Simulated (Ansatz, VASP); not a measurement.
# AlAs: VASP beside Ansatz

```
Al As
1.0
     2.74219    2.74219    0.00000
    -2.74219    2.74219    0.00000
     0.00000    2.74219    2.74219
Al As
1 1
Direct
  0.00000 0.00000 0.00000
  0.75000 0.25000 0.50000
```

Alike in both runs: task single point; functional LDA; k mesh 8 × 8 × 8; no spin polarisation.

|  | VASP | Ansatz |
| --- | --- | --- |
| version | VASP 6.6.1 | Ansatz 0.2.0 |
| potentials or method | VASP PAW LDA potentials, release 64 (Al, As), cutoff 500 eV | all-electron LAPW, scalar-relativistic |
| occupations | gaussian, width 0.01 eV | fixed |

|  | VASP | Ansatz | Ansatz less VASP |
| --- | --- | --- | --- |
| gap on the k mesh at the Fermi level (eV) | 1.17 | 1.18 | +0.016 |
| pressure (GPa) | 7.5 | 6.9 | -0.53 |

LDA's correlation is that of Perdew and Zunger in VASP and of Perdew and Wang (1992) in Ansatz. Ansatz ran all-electron here, and VASP with PAW potentials.
